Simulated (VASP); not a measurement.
# Cu (R-3m) in VASP: single point with PBEsol

Aim: the single point of Cu with PBEsol.

Program: VASP 6.6.1. These are calculated values, not measurements. Logs are shortened: lines on timing, memory, paths and dates and some standing lists are left out, and cuts for length are marked.

## (1) The cell of the first run

Symmetry: R-3m, No. 166, trigonal system. Conventional cell: a = 2.567 Å, b = 2.567 Å, c = 25.133 Å, α = 90.00°, β = 90.00°, γ = 120.00°. Within 3.3 Å of Cu (site symmetry 3m) lie 9 Cu at 2.53 to 2.57 Å. Within 3.3 Å of Cu (site symmetry -3m) lie 12 Cu at 2.53 to 2.57 Å.

## (2) Single point, PBEsol

INCAR reads:

```
SYSTEM = Cu
PREC = Accurate
ENCUT = 520
EDIFF = 1E-6
ISMEAR = 1
SIGMA = 0.05
LREAL = .FALSE.
LASPH = .TRUE.
NELM = 100
ALGO = Normal
ISIF = 2
LWAVE = .FALSE.
LCHARG = .FALSE.
GGA = PS
NBANDS = 24
```

KPOINTS reads:

```
Automatic mesh
0
G
  10 10 10
  0 0 0
```

POSCAR reads:

```
Cu
1.0
    1.2834380000      0.7409930000      8.3776400000
   -1.2834380000      0.7409930000      8.3776400000
    0.0000000000     -1.4819870000      8.3776400000
Cu
3
Direct
    0.2484970000      0.2484970000      0.2484970000
    0.5000000000      0.5000000000      0.5000000000
    0.7515030000      0.7515030000      0.7515030000
```

Potentials or basis: VASP PAW PBE potentials, release 64 (Cu).

The run is started by

```bash
$ cat potpaw_PBE.64/Cu/POTCAR > POTCAR
$ mpirun -np 1 vasp_std > vasp.out
```

OUTCAR:

```text
SYSTEM = Cu
   PREC = Accurate
   ENCUT = 520
   EDIFF = 1E-6
   ISMEAR = 1
   LREAL = .FALSE.
   LASPH = .TRUE.
   NELM = 100
   ISIF = 2
   GGA = PS

 ion  position               nearest neighbor table
   1  0.248  0.248  0.248-   2 2.53   2 2.53   2 2.53
   2  0.500  0.500  0.500-   1 2.53   1 2.53   3 2.53   3 2.53   1 2.53   3 2.53
   3  0.752  0.752  0.752-   2 2.53   2 2.53   2 2.53

  LATTYP: Found a trigonal (rhomboedric) cell.
 ALAT       =     8.5077103674
 COS(alpha) =     0.9544850116

  Lattice vectors:

 A1 = (   1.2834380000,   0.7409930000,   8.3776400000)
 A2 = (  -1.2834380000,   0.7409930000,   8.3776400000)
 A3 = (   0.0000000000,  -1.4819870000,   8.3776400000)

Analysis of symmetry for initial positions (statically):
=====================================================================
 Subroutine PRICEL returns:
 Original cell was already a primitive cell.

 Routine SETGRP: Setting up the symmetry group for a
 trigonal (rhombohedral) supercell.

 Subroutine GETGRP returns: Found 12 space group operations
 (whereof 12 operations were pure point group operations)
 out of a pool of 12 trial point group operations.

The static configuration has the point symmetry D_3d.

Analysis of symmetry for dynamics (positions and initial velocities):
=====================================================================
 Subroutine PRICEL returns:
 Original cell was already a primitive cell.

 Routine SETGRP: Setting up the symmetry group for a
 trigonal (rhombohedral) supercell.

 Subroutine GETGRP returns: Found 12 space group operations
 (whereof 12 operations were pure point group operations)
 out of a pool of 12 trial point group operations.

The dynamic configuration has the point symmetry D_3d.

 Subroutine INISYM returns: Found 12 space group operations
 (whereof 12 operations are pure point group operations),
 and found     1 'primitive' translations

----------------------------------------------------------------------------------------

                                     Primitive cell

  volume of cell :      47.8038

  direct lattice vectors                    reciprocal lattice vectors
     1.283438000  0.740993000  8.377640000     0.389578616  0.224923301  0.039788462
    -1.283438000  0.740993000  8.377640000    -0.389578616  0.224923301  0.039788462
     0.000000000 -1.481987000  8.377640000     0.000000000 -0.449846602  0.039788435

  length of vectors
     8.507710367  8.507710367  8.507710470     0.451602825  0.451602825  0.451602796

  position of ions in fractional coordinates (direct lattice)
     0.248497000  0.248497000  0.248497000
     0.500000000  0.500000000  0.500000000
     0.751503000  0.751503000  0.751503000

  ion indices of the primitive-cell ions
   primitive index   ion index
                 1           1
                 2           2
                 3           3

----------------------------------------------------------------------------------------

 KPOINTS: Automatic mesh

Automatic generation of k-mesh.
 Grid dimensions read from file:
 generate k-points for:   10   10   10

 Generating k-lattice:

  Cartesian coordinates                     Fractional coordinates (reciprocal lattice)
     0.038957862  0.022492330  0.003978846     0.100000000  0.000000000  0.000000000
    -0.038957862  0.022492330  0.003978846     0.000000000  0.100000000  0.000000000
     0.000000000 -0.044984660  0.003978843     0.000000000  0.000000000  0.100000000

  Length of vectors
     0.045160282  0.045160282  0.045160280

  Shift w.r.t. Gamma in fractional coordinates (k-lattice)
     0.000000000  0.000000000  0.000000000

 Subroutine IBZKPT returns following result:
 ===========================================

 Found    116 irreducible k-points:

 Following reciprocal coordinates:
            Coordinates               Weight
  0.000000  0.000000  0.000000      1.000000
  0.100000  0.000000  0.000000      6.000000
  0.200000  0.000000  0.000000      6.000000
  0.300000  0.000000  0.000000      6.000000
  0.400000  0.000000 -0.000000      6.000000
  0.500000 -0.000000 -0.000000      3.000000
[... 16 lines left out ...]
  0.300000  0.300000  0.000000      6.000000
  0.400000  0.300000  0.000000     12.000000
 [... further k-points ...]
   k-points           NKPTS =    116   k-points in BZ     NKDIM =    116   number of bands    NBANDS=     24
   number of dos      NEDOS =    301   number of ions     NIONS =      3
   total plane-waves  NPLWV = 262144
   dimension x,y,z NGX =    64 NGY =   64 NGZ =   64
   dimension x,y,z NGXF=   128 NGYF=  128 NGZF=  128
   ions per type =               3
   NGX,Y,Z   is equivalent  to a cutoff of  12.51, 12.51, 12.51 a.u.
   NGXF,Y,Z  is equivalent  to a cutoff of  25.01, 25.01, 25.01 a.u.
 SYSTEM =  Cu
   PREC   = accura    normal or accurate (medium, high low for compatibility)
   ISTART =      0    job   : 0-new  1-cont  2-samecut
   ICHARG =      2    charge: 1-file 2-atom 10-const
   ISPIN  =      1    spin polarized calculation?
   LNONCOLLINEAR =      F non collinear calculations
   LSORBIT =      F    spin-orbit coupling
   LASPH  =      T    aspherical Exc in radial PAW
   ENCUT  =  520.0 eV  38.22 Ry    6.18 a.u.  15.82 15.82 15.82*2*pi/ulx,y,z
   NELM   =    100;   NELMIN=  2; NELMDL= -5     # of ELM steps
   EDIFF  = 0.1E-05   stopping-criterion for ELM
   LREAL  =      F    real-space projection
[... 7 lines left out ...]
   TEBEG  =    0.0;   TEEND  =   0.0 temperature during run
   PSTRESS=    0.0 pullay stress
   NELECT =      33.0000    total number of electrons
   NUPDOWN=      -1.0000    fix difference up-down
   EMIN   =  10.00;   EMAX   =-10.00  energy-range for DOS
   EFERMI =   0.00;   METHOD = LEGACY
   ISMEAR =     1;   SIGMA  =   0.05  broadening in eV -4-tet -1-fermi 0-gaus
   EFERMI_NEDOS =   21; number of points for ismear=-14 and -15
   IALGO  =     38    algorithm
   IMIX   =      4    mixing-type and parameters
     AMIX     =   0.40;   BMIX     =  1.00
     AMIX_MAG =   1.60;   BMIX_MAG =  1.00
  volume/ion in A,a.u.               =      15.93       107.53
  Fermi-wavevector in a.u.,A,eV,Ry     =   1.446856  2.734162 28.482347  2.093393
  Thomas-Fermi vector in A             =   2.564877
   LORBIT       =      0    0 simple, 1 ext, 2 COOP (PROOUT), +10 PAW based schemes
   GGA     = PS    functional components
   LHFCALC =     F    Hartree Fock is set to
   AEXX    =    0.0000 exact exchange contribution
   IVDW    =     0    specifies the selected vdW correction
   LEPSILON=     F    determine dielectric tensor
   LRPA    =     F    only Hartree local field effects (RPA)
 non-spin polarized calculation
 Methfessel and Paxton  Order N= 1 SIGMA  =   0.05
  energy-cutoff  :      520.00
  volume of cell :       47.80
 maximum number of plane-waves:      1301
   NGX = 31   NGY = 31   NGZ = 31

 number of electron      32.9999997 magnetization

 Free energy of the ion-electron system (eV)
  ---------------------------------------------------
  ext. energy  EPLUGINS =         0.00000000
  ---------------------------------------------------
  free energy    TOTEN  =       -11.77469317 eV

  energy without entropy =      -11.77170005  energy(sigma->0) =      -11.77369547

 E-fermi :   4.2668     XC(G=0): -10.8145

 val. band max:        4.2648605045   @ k =  -0.2000   0.3000   0.2000
 cond. band min:       4.2695376979   @ k =  -0.3000  -0.4000   0.2000
 fundamental gap:      0.0046771934
 Fermi energy:         4.2668304458

 k-point     1 :       0.0000    0.0000    0.0000
  band No.  band energies     occupation
      1      -4.3512      2.00000
      2      -2.2318      2.00000
      3      -0.8706      2.00000
      4       1.3507      2.00000
      5       1.3507      2.00000
      6       1.3683      2.00000
[... 16 lines left out ...]
     23      25.7739      0.00000
     24      26.5758      0.00000

 k-point     2 :       0.1000    0.0000    0.0000
  band No.  band energies     occupation
      1      -4.0370      2.00000
      2      -1.9434      2.00000
      3      -0.6348      2.00000
      4       1.1913      2.00000
      5       1.3203      2.00000
      6       1.3660      2.00000
[... 16 lines left out ...]
     23      22.1295      0.00000
     24      23.8818      0.00000

 k-point     3 :       0.2000    0.0000    0.0000
  band No.  band energies     occupation
      1      -3.1354      2.00000
      2      -1.1764      2.00000
      3      -0.0632      2.00000
      4       0.9095      2.00000
      5       1.0557      2.00000
      6       1.3330      2.00000
[... 16 lines left out ...]
     23      19.3071      0.00000
     24      20.1893      0.00000

 k-point     4 :       0.3000    0.0000    0.0000
  band No.  band energies     occupation
      1      -1.8364      2.00000
      2      -0.4195      2.00000
      3       0.2692      2.00000
      4       0.6641      2.00000
      5       0.9315      2.00000
      6       1.3049      2.00000
[... 16 lines left out ...]
     23      17.4094      0.00000
     24      19.5702      0.00000

 k-point     5 :       0.4000    0.0000   -0.0000
  band No.  band energies     occupation
      1      -0.7397      2.00000
      2      -0.2131      2.00000
      3       0.1921      2.00000
      4       0.4079      2.00000
      5       0.9244      2.00000
      6       1.3449      2.00000
[... 16 lines left out ...]
     23      13.9310      0.00000
     24      17.2755      0.00000

 k-point     6 :       0.5000   -0.0000   -0.0000
  band No.  band energies     occupation
      1      -0.4232      2.00000
      2      -0.2054      2.00000
      3       0.1859      2.00000
      4       0.2656      2.00000
      5       0.8976      2.00000
      6       1.3062      2.00000
[... 16 lines left out ...]
     23      14.3663      0.00000
     24      15.7508      0.00000
[... 379 lines left out ...]
 k-point    21 :      -0.3000    0.2000   -0.0000
  band No.  band energies     occupation
      1      -0.1914      2.00000
      2       0.1134      2.00000
      3       0.4343      2.00000
      4       0.6817      2.00000
      5       0.9698      2.00000
      6       1.0353      2.00000
[... 16 lines left out ...]
     23      14.0744      0.00000
     24      14.7213      0.00000

 k-point    22 :      -0.2000    0.2000    0.0000
  band No.  band energies     occupation
      1      -1.1399      2.00000
      2      -0.0562      2.00000
      3       0.5900      2.00000
      4       0.6416      2.00000
      5       1.0472      2.00000
      6       1.1250      2.00000
[... 16 lines left out ...]
     23      15.5778      0.00000
     24      15.9118      0.00000

 k-point    23 :       0.3000    0.3000    0.0000
  band No.  band energies     occupation
      1      -1.8307      2.00000
      2      -0.4229      2.00000
      3       0.2639      2.00000
      4       0.6499      2.00000
      5       0.9255      2.00000
      6       1.3218      2.00000
[... 16 lines left out ...]
     23      17.6309      0.00000
     24      18.6892      0.00000

 k-point    24 :       0.4000    0.3000    0.0000
  band No.  band energies     occupation
      1      -1.0252      2.00000
      2      -0.1480      2.00000
      3       0.3268      2.00000
      4       0.6123      2.00000
      5       0.9050      2.00000
      6       1.2541      2.00000
[... 16 lines left out ...]
     23      16.2724      0.00000
     24      16.6109      0.00000

 [... further k-points ...]

------------------------ aborting loop because EDIFF is reached ----------------------------------------

  FORCE on cell =-STRESS in cart. coord.  units (eV):
  Direction    XX          YY          ZZ          XY          YZ          ZX
  --------------------------------------------------------------------------------------
  -------------------------------------------------------------------------------------
  Total       -2.5221062     -2.5221066     -1.6356089      0.0000000      0.0000001      0.0000000
  in kB      -84.5301836    -84.5301970    -54.8185969      0.0000000      0.0000022      0.0000000
  external PRESSURE =     -74.6263258 kB  Pullay stress =       0.0000000 kB

 VOLUME and BASIS-vectors are now :
 -----------------------------------------------------------------------------
  energy-cutoff  :      520.00
  volume of cell :       47.80
      direct lattice vectors                 reciprocal lattice vectors
     1.283438000  0.740993000  8.377640000     0.389578616  0.224923301  0.039788462
    -1.283438000  0.740993000  8.377640000    -0.389578616  0.224923301  0.039788462
     0.000000000 -1.481987000  8.377640000     0.000000000 -0.449846602  0.039788435

 POSITION                                       TOTAL-FORCE (eV/Angst)
 -----------------------------------------------------------------------------------
      0.00000     -0.00000      6.24546         0.000000      0.000000     -0.127966
      0.00000     -0.00000     12.56646         0.000000      0.000000      0.000000
      0.00000     -0.00000     18.88746         0.000000     -0.000000      0.127966
 -----------------------------------------------------------------------------------
    total drift:                                0.000000      0.000000      0.000000

  FREE ENERGIE OF THE ION-ELECTRON SYSTEM (eV)
  ---------------------------------------------------
  free  energy   TOTEN  =       -11.7746931750 eV

  energy  without entropy=      -11.7717000504  energy(sigma->0) =      -11.77369547
```

It took 8.4 min on 1 thread of Intel Xeon 6975P-C (Granite Rapids), shared host; peak memory 0.53 GiB.

What came out:

- Free energy: -11.7747 eV
- Pressure: -7.5 GPa
- Largest force: 0.128 eV/Å
- Band gap on the k mesh: zero (an odd number of electrons rules out a gap without spin polarisation)

Forces in eV/Å, atoms in the order of the input:
```
Cu   0.000  0.000 -0.128
Cu   0.000  0.000  0.000
Cu   0.000  0.000  0.128
```

Caveat: the cell stands under tension; the PAW data sets were made with another functional, which shifts forces and pressure a little.
